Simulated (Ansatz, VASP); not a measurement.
**Two plane-wave programs on InAs**

Contents of INCAR:

```
PREC = Accurate
ENCUT = 600
EDIFF = 1E-7
ISMEAR = -1
SIGMA = 0.15
LREAL = F
LASPH = T
NELM = 100
ALGO = Normal
ISIF = 3
LWAVE = F
LCHARG = F
GGA = CA
IBRION = 2
NSW = 80
EDIFFG = -0.001
```

File KPOINTS:

```
regular mesh
0
Gamma
  12 12 12
```

File POSCAR:

```
InAs
1.0
    0.0000000000      3.0129697702      3.0129697702
    3.0129697702      0.0000000000      3.0129697702
    3.0129697702      3.0129697702      0.0000000000
In As
1 1
Direct
    0.2500000000      0.2500000000      0.2500000000
    0.0000000000      0.0000000000      0.0000000000
```

Input for Ansatz:

```yaml
crystal:
  lattice:
    - [0.0, 3.0129697702, 3.0129697702]
    - [3.0129697702, 0.0, 3.0129697702]
    - [3.0129697702, 3.0129697702, 0.0]
  atoms:
    - { symbol: In, position: [0.25, 0.25, 0.25] }
    - { symbol: As, position: [0.0, 0.0, 0.0] }
basis:
  ecutwfc: 600.0
kpoints:
  mp_grid: { grid: [12, 12, 12] }
hamiltonian:
  xc: lda
  pseudopotentials: { kind: paw, azcp: { folder: soft_1 } }
scf:
  occupations: { method: fermi_dirac, width: 0.15 }
output:
  forces: true
  stress: true
  eigenvalues: true
relax:
  adjacent_minimum: "off"
  f_tol: 0.001
  max_steps: 60
  cell: { stress_tol: 0.01 }
```

Alike in both runs: task relaxation of cell and atoms; functional LDA; k mesh 12 × 12 × 12; occupations fermi-dirac, width 0.15 eV; no spin polarisation.

|  | VASP | Ansatz |
| --- | --- | --- |
| version | VASP 6.6.1 | Ansatz 0.2.0 |
| potentials or method | VASP PAW LDA potentials, release 64 (In_d, As), cutoff 600 eV | scalar-relativistic, plane waves, PAW |
| valence electrons in the cell | 18 | 28 |

|  | VASP | Ansatz | Ansatz less VASP |
| --- | --- | --- | --- |
| gap on the k mesh at the Fermi level, each at its own relaxed structure (eV) | none | none | - |
| relaxed volume (Å³/atom) | 27.44 | 27.36 | -0.085 |
| relaxed cell length with the largest relative difference (Å) | 4.266 | 4.261 | -0.0044 |

Ansatz warns that its potentials were made for another functional, while VASP's fit it. LDA's correlation is that of Perdew and Zunger in VASP and of Perdew and Wang (1992) in Ansatz. A gap of «none» marks a metal or a gap that the smearing closes. VASP's potentials hold 18 valence electrons a cell and Ansatz's 28, so a difference there can come from the potentials and not from the codes.
